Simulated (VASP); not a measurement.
Wanted: the native input for a VASP 6.6.1 run.

* Task: relaxation of cell and atoms
* Functional: LDA
* Potentials or basis: VASP PAW LDA potentials, release 64 (Re)
* Cutoff: 600 eV
* k mesh: 19 × 19 × 19
* Occupations: fermi-dirac, width 0.05 eV
* Spin: non-collinear spin, zero start, spin-orbit coupling
* Starting moments: [[0.0, 0.0, 0.0]] μB
* Dipole correction: no
* Further INCAR settings: ALGO = Normal; EDIFF = 1e-07; IBRION = 2; EDIFFG = -0.005; NSW = 60; ISIF = 3

The structure of Re lies in POSCAR:

```
Re
1.0
   -1.5302737773      1.5302737773      1.5302737773
    1.5302737773     -1.5302737773      1.5302737773
    1.5302737773      1.5302737773     -1.5302737773
Re
1
Direct
    0.0000000000      0.0000000000      0.0000000000
```

The input as run:

INCAR

```
SYSTEM = Re
PREC = Accurate
ENCUT = 600
EDIFF = 1E-7
ISMEAR = -1
SIGMA = 0.05
LREAL = .FALSE.
LASPH = .TRUE.
NELM = 150
ALGO = Normal
ISIF = 3
LWAVE = .FALSE.
LCHARG = .FALSE.
MAGMOM = 0 0 0
LORBIT = 11
LSORBIT = .TRUE.
GGA_COMPAT = .FALSE.
LORBMOM = .TRUE.
LMAXMIX = 4
GGA = CA
IBRION = 2
NSW = 60
EDIFFG = -0.005
```

KPOINTS

```
regular mesh
0
G
  19 19 19
  0 0 0
```

Potentials or basis: VASP PAW LDA potentials, release 64 (Re).

The run is started by

```console
$ cat potpaw_LDA.64/Re/POTCAR > POTCAR
$ mpirun -np 1 vasp_ncl > vasp.out
```

Results of the run:

```yaml
Relaxed_volume: 14.54 Å³/atom
Relaxed_cell: a = 2.663 Å, b = 2.663 Å, c = 2.663 Å, α = 109.47°, β = 109.47°, γ = 109.47°
Space_group_after_relaxing_to_0.05_Å: Im-3m (No. 229)
Energy_gained_by_relaxing: 3.7 meV/atom
Ionic_steps: 4
Pressure_after_relaxing: 0.0 GPa
Net_moment: 0.00 μB per cell
Valence_electrons_inside_the_program's_atomic_spheres: Re 6.19
```

It took 13 min on 1 thread of AMD EPYC 7R13, on a shared host, peak memory 0.22 GiB.
